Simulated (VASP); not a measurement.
# InSe in VASP: further runs

Runs on InSe. Level: PBE+D3(BJ). Tasks: single point.

Program: VASP 6.6.1. These are calculated values, not measurements. Logs are shortened: lines on timing, memory, paths and dates and some standing lists are left out, and cuts for length are marked.

## (1) The cell of the first run

The cell holds a slab with vacuum, 8 atoms: a = 4.027 Å, b = 4.027 Å, c = 28.271 Å, α = 90.00°, β = 90.00°, γ = 120.00°.

## (2) Single point, PBE+D3(BJ) (layers slid over each other)

Contents of INCAR:

```
ALGO     = Normal         # electronic algorithm
DIPOL    = 0.5 0.5 0.412
EDIFF    = 1E-6           # SCF threshold, eV
ENCUT    = 520            # plane-wave cutoff, eV
GGA      = PE             # functional
IDIPOL   = 3            
ISIF     = 2              # what is computed and relaxed
ISMEAR   = 0              # smearing method
IVDW     = 12             # dispersion correction
LASPH    = T              # aspherical terms in the spheres
LCHARG   = F              # write CHGCAR
LDIPOL   = T            
LREAL    = F              # projectors in reciprocal space
LWAVE    = F              # write WAVECAR
NBANDS   = 48             # bands
NELM     = 60             # most SCF steps
PREC     = Accurate       # precision mode
SIGMA    = 0.05           # smearing width, eV
```

Contents of KPOINTS:

```
k-points
0
Gamma
  9 9 1
```

Contents of POSCAR:

```
InSe
1.0
    4.0266104808      0.0000000000      0.0000000000
   -2.0133052404      3.4871469675      0.0000000000
    0.0000000000      0.0000000000     28.2707100106
Se In
4 4
Direct
    0.0000000000      0.0000000000      0.1591753443
    0.0000000000      0.0000000000      0.3496677304
    0.3333333333      0.6666666667      0.4738244989
    0.3333333333      0.6666666667      0.6643168850
    0.6666666667      0.3333333333      0.2049979901
    0.6666666667      0.3333333333      0.3038451606
    1.0000000000      1.0000000000      0.5196471447
    1.0000000000      1.0000000000      0.6184943152
```

Potentials or basis: VASP PAW PBE potentials, release 64 (Se, In_d).

On the command line:

```
> cat potpaw_PBE.64/Se/POTCAR potpaw_PBE.64/In_d/POTCAR > POTCAR
> mpirun -np 1 vasp_std > vasp.out
```

OUTCAR:

```text
EDIFF = 1E-6
   ENCUT = 520
   GGA = PE
   ISIF = 2
   ISMEAR = 0
   IVDW = 12
   LASPH = T
   LREAL = F
   NELM = 60
   PREC = Accurate
 IVDW          = 12

 ion  position               nearest neighbor table
   1  0.000  0.000  0.159-   5 2.66   5 2.66   5 2.66
   2  0.000  0.000  0.350-   6 2.66   6 2.66   6 2.66
   3  0.333  0.667  0.474-   7 2.66   7 2.66   7 2.66
   4  0.333  0.667  0.664-   8 2.66   8 2.66   8 2.66
   5  0.667  0.333  0.205-   1 2.66   1 2.66   1 2.66   6 2.79
   6  0.667  0.333  0.304-   2 2.66   2 2.66   2 2.66   5 2.79
   7  0.000  0.000  0.520-   3 2.66   3 2.66   3 2.66   8 2.79
   8  0.000  0.000  0.618-   4 2.66   4 2.66   4 2.66   7 2.79

  LATTYP: Found a hexagonal cell.
 ALAT       =     4.0266104808
 C/A-ratio  =     7.0209696581

  Lattice vectors:

 A1 = (   4.0266104808,   0.0000000000,   0.0000000000)
 A2 = (  -2.0133052404,   3.4871469675,   0.0000000000)
 A3 = (   0.0000000000,   0.0000000000,  28.2707100106)

Analysis of symmetry for initial positions (statically):
=====================================================================
 Subroutine PRICEL returns:
 Original cell was already a primitive cell.

 Routine SETGRP: Setting up the symmetry group for a
 hexagonal supercell.

 Subroutine GETGRP returns: Found  6 space group operations
 (whereof  6 operations were pure point group operations)
 out of a pool of 24 trial point group operations.

The static configuration has the point symmetry C_3v.

Analysis of symmetry for dynamics (positions and initial velocities):
=====================================================================
 Subroutine PRICEL returns:
 Original cell was already a primitive cell.

 Routine SETGRP: Setting up the symmetry group for a
 hexagonal supercell.

 Subroutine GETGRP returns: Found  6 space group operations
 (whereof  6 operations were pure point group operations)
 out of a pool of 24 trial point group operations.

The dynamic configuration has the point symmetry C_3v.

 Subroutine INISYM returns: Found  6 space group operations
 (whereof  6 operations are pure point group operations),
 and found     1 'primitive' translations

----------------------------------------------------------------------------------------

                                     Primitive cell

  volume of cell :     396.9599

  direct lattice vectors                    reciprocal lattice vectors
     4.026610481  0.000000000  0.000000000     0.248347836  0.143383690  0.000000000
    -2.013305240  3.487146968  0.000000000     0.000000000  0.286767380  0.000000000
     0.000000000  0.000000000 28.270710011     0.000000000  0.000000000  0.035372299

  length of vectors
     4.026610481  4.026610481 28.270710011     0.286767380  0.286767380  0.035372299

  position of ions in fractional coordinates (direct lattice)
     0.000000000  0.000000000  0.159175344
     0.000000000  0.000000000  0.349667730
     0.333333333  0.666666667  0.473824499
     0.333333333  0.666666667  0.664316885
     0.666666667  0.333333333  0.204997990
     0.666666667  0.333333333  0.303845161
     0.000000000  0.000000000  0.519647145
     0.000000000  0.000000000  0.618494315

  ion indices of the primitive-cell ions
   primitive index   ion index
                 1           1
                 2           2
                 3           3
                 4           4
                 5           5
                 6           6
                 7           7
                 8           8

----------------------------------------------------------------------------------------

 KPOINTS: k-points

Automatic generation of k-mesh.
 Grid dimensions read from file:
 generate k-points for:    9    9    1

 Generating k-lattice:

  Cartesian coordinates                     Fractional coordinates (reciprocal lattice)
     0.027594204  0.015931521  0.000000000     0.111111111 -0.000000000  0.000000000
     0.000000000  0.031863042  0.000000000     0.000000000  0.111111111  0.000000000
     0.000000000  0.000000000  0.035372299     0.000000000  0.000000000  1.000000000

  Length of vectors
     0.031863042  0.031863042  0.035372299

  Shift w.r.t. Gamma in fractional coordinates (k-lattice)
     0.000000000  0.000000000  0.000000000

 Subroutine IBZKPT returns following result:
 ===========================================

 Found     12 irreducible k-points:

 Following reciprocal coordinates:
            Coordinates               Weight
  0.000000  0.000000  0.000000      1.000000
  0.111111  0.000000  0.000000      6.000000
  0.222222 -0.000000  0.000000      6.000000
  0.333333 -0.000000  0.000000      6.000000
  0.444444 -0.000000  0.000000      6.000000
  0.111111  0.111111  0.000000      6.000000
  0.222222  0.111111  0.000000     12.000000
  0.333333  0.111111  0.000000     12.000000
  0.444444  0.111111  0.000000      6.000000
  0.222222  0.222222  0.000000      6.000000
  0.333333  0.222222  0.000000     12.000000
  0.333333  0.333333  0.000000      2.000000
   k-points           NKPTS =     12   k-points in BZ     NKDIM =     12   number of bands    NBANDS=     48
   number of dos      NEDOS =    301   number of ions     NIONS =      8
   total plane-waves  NPLWV = 189000
   dimension x,y,z NGX =    30 NGY =   30 NGZ =  210
   dimension x,y,z NGXF=    60 NGYF=   60 NGZF=  420
   ions per type =               4   4
   NGX,Y,Z   is equivalent  to a cutoff of  12.39, 12.39, 12.35 a.u.
   NGXF,Y,Z  is equivalent  to a cutoff of  24.77, 24.77, 24.70 a.u.
 SYSTEM =  unknown system
   PREC   = accura    normal or accurate (medium, high low for compatibility)
   ISTART =      0    job   : 0-new  1-cont  2-samecut
   ICHARG =      2    charge: 1-file 2-atom 10-const
   ISPIN  =      1    spin polarized calculation?
   LNONCOLLINEAR =      F non collinear calculations
   LSORBIT =      F    spin-orbit coupling
   LASPH  =      T    aspherical Exc in radial PAW
   ENCUT  =  520.0 eV  38.22 Ry    6.18 a.u.   7.49  7.49 52.56*2*pi/ulx,y,z
   NELM   =     60;   NELMIN=  2; NELMDL= -5     # of ELM steps
   EDIFF  = 0.1E-05   stopping-criterion for ELM
   LREAL  =      F    real-space projection
   EDIFFG = 0.1E-04   stopping-criterion for IOM
   NSW    =      0    number of steps for IOM
   IBRION =     -1    ionic relax: 0-MD 1-quasi-New 2-CG
   NFREE  =      0    steps in history (QN), initial steepest desc. (CG)
   ISIF   =      2    stress and relaxation
   ISYM   =      2    0-nonsym 1-usesym 2-fastsym
   POTIM  = 0.5000    time-step for ionic-motion
   TEBEG  =    0.0;   TEEND  =   0.0 temperature during run
   PSTRESS=    0.0 pullay stress
   NELECT =      76.0000    total number of electrons
   NUPDOWN=      -1.0000    fix difference up-down
   EMIN   =  10.00;   EMAX   =-10.00  energy-range for DOS
   EFERMI =   0.00;   METHOD = LEGACY
   ISMEAR =     0;   SIGMA  =   0.05  broadening in eV -4-tet -1-fermi 0-gaus
   EFERMI_NEDOS =   21; number of points for ismear=-14 and -15
   IALGO  =     38    algorithm
   IMIX   =      4    mixing-type and parameters
     AMIX     =   0.40;   BMIX     =  1.00
     AMIX_MAG =   1.60;   BMIX_MAG =  1.00
  volume/ion in A,a.u.               =      49.62       334.85
  Fermi-wavevector in a.u.,A,eV,Ry     =   0.943548  1.783046 12.113024  0.890282
  Thomas-Fermi vector in A             =   2.071266
   LORBIT       =      0    0 simple, 1 ext, 2 COOP (PROOUT), +10 PAW based schemes
   GGA     = PE    functional components
   LHFCALC =     F    Hartree Fock is set to
   AEXX    =    0.0000 exact exchange contribution
   IVDW    =    12    specifies the selected vdW correction
   LEPSILON=     F    determine dielectric tensor
   LRPA    =     F    only Hartree local field effects (RPA)
 non-spin polarized calculation
 Gauss-broadening in eV      SIGMA  =   0.05
  energy-cutoff  :      520.00
  volume of cell :      396.96
 maximum number of plane-waves:     10749
 NGX is ok and might be reduce to    30
   NGX = 15   NGY = 15   NGZ =105

 number of electron      75.9999997 magnetization

 dipolmoment           0.000000      0.000000      0.000134 electrons x Angstroem

 Free energy of the ion-electron system (eV)
  ---------------------------------------------------
  ext. energy  EPLUGINS =         0.00000000
  ---------------------------------------------------
  free energy    TOTEN  =       -28.40531030 eV

  energy without entropy =      -28.40531030  energy(sigma->0) =      -28.40531030

 E-fermi :  -0.0656     XC(G=0):  -5.6825

 val. band max:       -0.2812689400   @ k =   0.1111   0.0000   0.0000
 cond. band min:       0.9456550592   @ k =   0.0000   0.0000   0.0000
 fundamental gap:      1.2269239992
 Fermi energy:        -0.0655709323

 k-point     1 :       0.0000    0.0000    0.0000
  band No.  band energies     occupation
      1     -14.5187      2.00000
      2     -14.5176      2.00000
      3     -14.3353      2.00000
      4     -14.3353      2.00000
      5     -14.3342      2.00000
      6     -14.3342      2.00000
[... 40 lines left out ...]
     47       5.0298      0.00000
     48       5.1991      0.00000

 k-point     2 :       0.1111    0.0000    0.0000
  band No.  band energies     occupation
      1     -14.5181      2.00000
      2     -14.5169      2.00000
      3     -14.3752      2.00000
      4     -14.3736      2.00000
      5     -14.3335      2.00000
      6     -14.3324      2.00000
[... 40 lines left out ...]
     47       5.0963      0.00000
     48       5.1846      0.00000

 k-point     3 :       0.2222   -0.0000    0.0000
  band No.  band energies     occupation
      1     -14.5306      2.00000
      2     -14.5291      2.00000
      3     -14.4435      2.00000
      4     -14.4415      2.00000
      5     -14.3902      2.00000
      6     -14.3877      2.00000
[... 448 lines left out ...]
     47       5.2882      0.00000
     48       5.3183      0.00000

 k-point    12 :       0.3333    0.3333    0.0000
  band No.  band energies     occupation
      1     -14.6275      2.00000
      2     -14.6263      2.00000
      3     -14.5322      2.00000
      4     -14.5310      2.00000
      5     -14.4610      2.00000
      6     -14.4598      2.00000
[... 40 lines left out ...]
     47       5.9043      0.00000
     48       5.9046      0.00000

------------------------ aborting loop because EDIFF is reached ----------------------------------------

 vacuum level on the upper side and lower side of the slab       (xc-potential included)        -0.122        -0.123

 Edisp (eV)   -1.99586

 E8    (eV) :    -0.9360

  FORCE on cell =-STRESS in cart. coord.  units (eV):
  Direction    XX          YY          ZZ          XY          YZ          ZX
  --------------------------------------------------------------------------------------
  -------------------------------------------------------------------------------------
  Total      -0.06075    -0.06075    -0.51374    -0.00000     0.00000    -0.00000
  in kB      -0.24520    -0.24520    -2.07350    -0.00000     0.00000    -0.00000
  external pressure =       -0.85 kB  Pullay stress =        0.00 kB

 VOLUME and BASIS-vectors are now :
 -----------------------------------------------------------------------------
  energy-cutoff  :      520.00
  volume of cell :      396.96
      direct lattice vectors                 reciprocal lattice vectors
     4.026610481  0.000000000  0.000000000     0.248347836  0.143383690  0.000000000
    -2.013305240  3.487146968  0.000000000     0.000000000  0.286767380  0.000000000
     0.000000000  0.000000000 28.270710011     0.000000000  0.000000000  0.035372299

 POSITION                                       TOTAL-FORCE (eV/Angst)
 -----------------------------------------------------------------------------------
      0.00000      0.00000      4.50000        -0.000000      0.000000     -0.012072
      0.00000      0.00000      9.88536         0.000000      0.000000      0.076991
     -0.00000      2.32476     13.39536        -0.000000      0.000000     -0.078941
     -0.00000      2.32476     18.78071         0.000000     -0.000000      0.011735
      2.01331      1.16238      5.79544         0.000000     -0.000000      0.014880
      2.01331      1.16238      8.58992        -0.000000      0.000000      0.029097
      0.00000      0.00000     14.69079         0.000000     -0.000000     -0.026572
      0.00000      0.00000     17.48527        -0.000000      0.000000     -0.015118
 -----------------------------------------------------------------------------------
    total drift:                               -0.000000      0.000000     -0.000046

  FREE ENERGIE OF THE ION-ELECTRON SYSTEM (eV)
  ---------------------------------------------------
  free  energy   TOTEN  =       -30.4011709899 eV

  energy  without entropy=      -30.4011709899  energy(sigma->0) =      -30.40117099

 vacuum level on the upper side and lower side of the slab         5.403         5.401
```

Run time: 4.8 min. Hardware: 1 thread of Intel Xeon Platinum 8488C (Sapphire Rapids), shared host; peak memory 0.51 GiB.

Results:

| Quantity | Value |
| --- | --- |
| Free energy | -30.4012 eV |
| Largest force | 0.079 eV/Å |
| Band gap on the k mesh | 1.23 eV (least direct gap 1.26 eV) |
| Dispersion energy per atom | -0.249 eV |

Forces in eV/Å, atoms in the order of the input:
```
Se   0.000  0.000 -0.012
Se   0.000  0.000  0.077
Se   0.000  0.000 -0.079
Se   0.000  0.000  0.012
In   0.000  0.000  0.015
In   0.000  0.000  0.029
In   0.000  0.000 -0.027
In   0.000  0.000 -0.015
```

Caveat: the cell differs from its parent crystal (layers slid over each other); spin-orbit coupling is left out, which moves the levels of the heavy elements.

## (3) Single point, PBE+D3(BJ)

Contents of INCAR:

```
SYSTEM = InSe
PREC     = Accurate       ! precision mode
ENCUT    = 520            ! plane-wave cutoff, eV
EDIFF    = 1E-7           ! SCF threshold, eV
ISMEAR   = 0              ! smearing method
SIGMA    = 0.05           ! smearing width, eV
LREAL    = .FALSE.        ! projectors in reciprocal space
LASPH    = .TRUE.         ! aspherical terms in the spheres
NELM     = 100            ! most SCF steps
ALGO     = Normal         ! electronic algorithm
ISIF     = 2              ! what is computed and relaxed
LWAVE    = .FALSE.        ! write WAVECAR
LCHARG   = .FALSE.        ! write CHGCAR
LDIPOL   = .TRUE.       
IDIPOL   = 3            
DIPOL    = 0.5 0.5 0.412
GGA      = PE             ! functional
IVDW     = 12             ! dispersion correction
NBANDS   = 48             ! bands
```

Contents of KPOINTS:

```
regular mesh
0
G
  9 9 1
  0 0 0
```

POSCAR is that of step 2.

Potentials or basis: VASP PAW PBE potentials, release 64 (Se, In_d).

On the command line:

```
> cat potpaw_PBE.64/Se/POTCAR potpaw_PBE.64/In_d/POTCAR > POTCAR
> mpirun -np 1 vasp_std > vasp.out
```

Run time: 4.7 min. Hardware: 1 thread of Intel Xeon Platinum 8488C (Sapphire Rapids), shared host; peak memory 0.51 GiB.

The run converged. Its results:

```yaml
Free_energy: -30.4012 eV
Largest_force: 0.079 eV/Å
Band_gap_on_the_k_mesh: 1.23 eV (least direct gap 1.26 eV)
Dispersion_energy_per_atom: -0.249 eV
```

Forces in eV/Å, atoms in the order of the input:
```
Se   0.000  0.000 -0.012
Se   0.000  0.000  0.077
Se   0.000  0.000 -0.079
Se   0.000  0.000  0.012
In   0.000  0.000  0.015
In   0.000  0.000  0.029
In   0.000  0.000 -0.027
In   0.000  0.000 -0.015
```

Levels at points of the mesh, in eV from the valence-band top:
| k point | band 35 | band 36 | band 37 | band 38 | band 39 | band 40 | band 41 | band 42 |
| --- | --- | --- | --- | --- | --- | --- | --- | --- |
| (0.00, 0.00, 0.00) | -0.59 | -0.59 | -0.57 | -0.04 | 1.23 | 1.71 | 2.61 | 2.65 |

Caveat: spin-orbit coupling is left out, which moves the levels of the heavy elements.
